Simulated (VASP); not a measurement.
# TiCo2 (Fd-3m) in VASP: further runs, part 2 of 2

VASP 6.6.1. Earlier steps stand in the parts before.

### 4 Relaxation of cell and atoms, PBEsol, target pressure 5 GPa, at which the enthalpy is minimised

This run uses another cell than the first one, of 11.48 Å³/atom, 1.055 times its volume.

File INCAR:

```
ALGO = Fast
EDIFF = 1E-6
EDIFFG = -0.008
ENCUT = 600
GGA = PS
IBRION = 2
ISIF = 3
ISMEAR = 0
LASPH = T
LCHARG = F
LREAL = F
LWAVE = F
NELM = 60
NSW = 70
PREC = Accurate
PSTRESS = 50.0
SIGMA = 0.1
```

File KPOINTS:

```
k-points
0
Gamma
  10 10 10
```

File POSCAR:

```
TiCo2
1.0
    0.0000000000      3.2536565381      3.2536565381
    3.2536565381      0.0000000000      3.2536565381
    3.2536565381      3.2536565381      0.0000000000
Ti Co
2 4
Direct
    0.5000000000      0.5000000000      0.5000000000
    0.7500000000      0.7500000000      0.7500000000
    0.1250000000      0.1250000000      0.1250000000
    0.6250000000      0.1250000000      0.1250000000
    0.1250000000      0.1250000000      0.6250000000
    0.1250000000      0.6250000000      0.1250000000
```

Command:

```
$ cat potpaw_PBE.64/Ti_sv/POTCAR potpaw_PBE.64/Co/POTCAR > POTCAR
$ mpirun -np 1 vasp_std > vasp.out
```

It took 5.7 min on 1 thread of Intel Xeon 6975P-C (Granite Rapids), shared host; peak memory 0.34 GiB.

It converged, with:

```
Free energy                                            : -49.7218 eV
Relaxed volume                                         : 11.45 Å³/atom
Relaxed cell                                           : a = 4.597 Å, b = 4.597 Å, c = 4.597 Å, α = 60.00°, β = 60.00°, γ = 60.00°
Space group after relaxing (to 0.05 Å)                 : Fd-3m (No. 227)
Energy change on relaxing (the enthalpy is what falls) : +1.0 meV/atom
Ionic steps                                            : 3
Pressure after relaxing                                : 5.0 GPa
Band gap on the k mesh                                 : zero (band 30 reaches 11.19 eV, above the bottom of band 31 at 10.37 eV)
```

The path:
| step | energy change (eV) | largest force (eV/Å) | pressure (GPa) | volume (Å³) |
| --- | --- | --- | --- | --- |
| 1 | 0.0000 | 0.0000 | 4.19 | 68.89 |
| 2 | 0.0189 | 0.0000 | 6.22 | 68.31 |
| 3 | 0.0062 | 0.0000 | 4.99 | 68.67 |

Final structure:
```
Ti Co
1.0
     0.00000    3.25026    3.25026
     3.25026    0.00000    3.25026
     3.25026    3.25026    0.00000
Ti Co
2 4
Direct
  0.50000 0.50000 0.50000
  0.75000 0.75000 0.75000
  0.12500 0.12500 0.12500
  0.62500 0.12500 0.12500
  0.12500 0.12500 0.62500
  0.12500 0.62500 0.12500
```

Levels at points of the mesh, in eV from the Fermi level:
```
           k point  band 28  band 29  band 30  band 31  band 32  band 33
(0.00, 0.00, 0.00)    -0.67    -0.59    -0.59    -0.59     0.88     0.88
(0.50, 0.00, 0.00)    -0.39    -0.39     0.12     0.12     0.58     0.58
(0.50, 0.50, 0.00)    -0.60    -0.56    -0.56    -0.03    -0.03     0.95
```

Caveat: the cell is relaxed towards a set pressure, so the enthalpy falls and the energy may rise; the PAW data sets were made with another functional, which shifts forces and pressure a little.

### 5 Relaxation of cell and atoms, PBEsol, target pressure 2 GPa, at which the enthalpy is minimised

This run uses another cell than the first one, of 11.50 Å³/atom, 1.057 times its volume.

File INCAR:

```
SYSTEM = TiCo2
PREC = Accurate ; ENCUT = 600
EDIFF = 1E-6 ; ISMEAR = 0
SIGMA = 0.1 ; LREAL = .FALSE.
LASPH = .TRUE. ; NELM = 100
ALGO = Fast ; ISIF = 3
LWAVE = .FALSE. ; LCHARG = .FALSE.
GGA = PS ; IBRION = 2
NSW = 70 ; EDIFFG = -0.008
PSTRESS = 20.0
```

File KPOINTS:

```
Automatic mesh
0
G
  10 10 10
  0 0 0
```

POSCAR: that of step 4 with these lines changed.

```diff
@@ -2,5 +2,5 @@
 1.0
-    0.0000000000      3.2536565381      3.2536565381
-    3.2536565381      0.0000000000      3.2536565381
-    3.2536565381      3.2536565381      0.0000000000
+    0.0000000000      3.2555599222      3.2555599222
+    3.2555599222      0.0000000000      3.2555599222
+    3.2555599222      3.2555599222      0.0000000000
 Ti Co
```

Potentials or basis: VASP PAW PBE potentials, release 64 (Ti_sv, Co).

Command:

```
$ cat potpaw_PBE.64/Ti_sv/POTCAR potpaw_PBE.64/Co/POTCAR > POTCAR
$ mpirun -np 1 vasp_std > vasp.out
```

OUTCAR:

```text
SYSTEM = TiCo2
   PREC = Accurate
   ENCUT = 600
   EDIFF = 1E-6
   ISMEAR = 0
   LREAL = .FALSE.
   LASPH = .TRUE.
   NELM = 100
   ISIF = 3
   GGA = PS
   IBRION = 2
   NSW = 70
   EDIFFG = -0.008
   PSTRESS = 20.0

 ion  position               nearest neighbor table
   1  0.500  0.500  0.500-   6 2.70   4 2.70   3 2.70   5 2.70   5 2.70   5 2.70   3 2.70   4 2.70
                             6 2.70   4 2.70   3 2.70   6 2.70   2 2.82   2 2.82   2 2.82   2 2.82
   2  0.750  0.750  0.750-   5 2.70   3 2.70   4 2.70   6 2.70   4 2.70   6 2.70   3 2.70   6 2.70
                             5 2.70   3 2.70   5 2.70   4 2.70   1 2.82   1 2.82   1 2.82   1 2.82
   3  0.125  0.125  0.125-   4 2.30   5 2.30   6 2.30   5 2.30   6 2.30   4 2.30   1 2.70   2 2.70
                             1 2.70   2 2.70   1 2.70   2 2.70
   4  0.625  0.125  0.125-   3 2.30   5 2.30   6 2.30   3 2.30   5 2.30   6 2.30   2 2.70   1 2.70
[... 285 lines left out ...]

 number of electron      60.0000013 magnetization

 Free energy of the ion-electron system (eV)
  ---------------------------------------------------
  ext. energy  EPLUGINS =         0.00000000
  ---------------------------------------------------
  free energy    TOTEN  =       -49.74004743 eV

  energy without entropy =      -49.69909037  energy(sigma->0) =      -49.71956890

 E-fermi :  10.7831     XC(G=0): -13.3922

 val. band max:       10.7715108461   @ k =   0.5000   0.4000   0.0000
 cond. band min:      10.7876134150   @ k =   0.5000   0.3000   0.1000
 fundamental gap:      0.0161025689
 Fermi energy:        10.7830800944

 k-point     1 :       0.0000    0.0000    0.0000
  band No.  band energies     occupation
      1     -46.0389      2.00000
      2     -45.9237      2.00000
      3     -22.4626      2.00000
      4     -22.4626      2.00000
      5     -22.4626      2.00000
      6     -22.2229      2.00000
[... 925 lines left out ...]
     35      11.9281      0.00000
     36      12.4639      0.00000

 [... further k-points ...]
[... 5 lines left out ...]
  --------------------------------------------------------------------------------------
  -------------------------------------------------------------------------------------
  Total        0.8593267      0.8593267      0.8593267      0.0000000      0.0000000     -0.0000000
  in kB       19.8070629     19.8070629     19.8070629      0.0000000      0.0000000     -0.0000000
  external PRESSURE =      -0.1929371 kB  Pullay stress =      20.0000000 kB
[... 25 lines left out ...]
  energy  without entropy=      -49.6990903653  energy(sigma->0) =      -49.71956890

  enthalpy is  TOTEN    =       -48.8723501918 eV   P V=        0.8676972394

 reached required accuracy - stopping structural energy minimisation
```

OSZICAR:

```text
N       E                     dE             d eps       ncg     rms          rms(c)
DAV:   1     0.626227848969E+03    0.62623E+03   -0.30605E+04  3392   0.249E+03
DAV:   2     0.181625887379E+02   -0.60807E+03   -0.59714E+03  3384   0.572E+02
DAV:   3    -0.495939605563E+02   -0.67757E+02   -0.65101E+02  4744   0.201E+02
[... 59 lines left out ...]
RMM:   9    -0.497400364775E+02   -0.85734E-05   -0.26524E-04  4975   0.101E-01    0.120E-02
RMM:  10    -0.497400420655E+02   -0.55880E-05   -0.81696E-05  5444   0.451E-02    0.551E-03
RMM:  11    -0.497400449696E+02   -0.29041E-05   -0.34211E-05  4430   0.262E-02    0.871E-03
RMM:  12    -0.497400465021E+02   -0.15325E-05   -0.15403E-05  3957   0.214E-02    0.762E-03
RMM:  13    -0.497400474312E+02   -0.92910E-06   -0.93525E-06  3115   0.167E-02
   3 F= -.48872350E+02 E0= -.48851872E+02  d E =-.274273E-02
```

It took 6.3 min on 1 thread of Intel Xeon 6975P-C (Granite Rapids), shared host; peak memory 0.33 GiB.

What came out:

- Free energy: -49.7400 eV
- Relaxed volume: 11.59 Å³/atom
- Relaxed cell: a = 4.615 Å, b = 4.615 Å, c = 4.615 Å, α = 60.00°, β = 60.00°, γ = 60.00°
- Space group after relaxing (to 0.05 Å): Fd-3m (No. 227)
- Energy change on relaxing (the enthalpy is what falls): -1.5 meV/atom
- Ionic steps: 3
- Pressure after relaxing: 2.0 GPa
- Band gap on the k mesh: zero (band 30 reaches 11.02 eV, above the bottom of band 31 at 10.20 eV)

Step by step:
| step | energy change (eV) | largest force (eV/Å) | pressure (GPa) | volume (Å³) |
| --- | --- | --- | --- | --- |
| 1 | 0.0000 | 0.0000 | 3.77 | 69.01 |
| 2 | -0.0124 | 0.0000 | -0.54 | 70.28 |
| 3 | -0.0090 | 0.0000 | 1.98 | 69.51 |

Final structure:
```xyz
6
Lattice="0.0000 3.2634 3.2634 3.2634 0.0000 3.2634 3.2634 3.2634 0.0000" Properties=species:S:1:pos:R:3 pbc="T T T"
Ti    3.2634    3.2634    3.2634
Ti    4.8951    4.8951    4.8951
Co    0.8159    0.8159    0.8159
Co    0.8159    2.4476    2.4476
Co    2.4476    2.4476    0.8159
Co    2.4476    0.8159    2.4476
```

Levels at points of the mesh, in eV from the Fermi level:
```
           k point  band 26  band 27  band 28  band 29  band 30  band 31  band 32  band 33  band 34  band 35
(0.00, 0.00, 0.00)    -0.76    -0.66    -0.66    -0.58    -0.58    -0.58     0.87     0.87     0.87     1.06
(0.50, 0.00, 0.00)    -0.71    -0.64    -0.39    -0.39     0.13     0.13     0.57     0.57     0.87     0.94
(0.50, 0.50, 0.00)    -1.86    -0.59    -0.59    -0.55    -0.55    -0.03    -0.03     0.94     0.94     1.67
```

Caveat: the cell is relaxed towards a set pressure, so the enthalpy falls and the energy may rise; the PAW data sets were made with another functional, which shifts forces and pressure a little.

### 6 Overview

```tsv
cell	gap on the mesh (eV)	pressure (GPa)
relaxed to 20 GPa from a = 4.519 Å, angles 60.0°, 6 atoms	none	20.0
relaxed to 10 GPa from a = 4.572 Å, angles 60.0°, 6 atoms	none	10.1
relaxed to 5 GPa from a = 4.601 Å, angles 60.0°, 6 atoms	none	5.0
relaxed to 2 GPa from a = 4.604 Å, angles 60.0°, 6 atoms	none	2.0
```

Alike in all rows: task relaxation of cell and atoms; level PBEsol; potentials or basis VASP PAW PBE potentials, release 64 (Ti_sv, Co); no spin polarisation; k mesh 10 × 10 × 10; cutoff (eV) 600; smearing gaussian 0.1 eV.

Caveats: the cell is relaxed towards a set pressure, so the enthalpy falls and the energy may rise; the PAW data sets were made with another functional, which shifts forces and pressure a little.

Absolute energies hang on the potentials; compare differences alone.
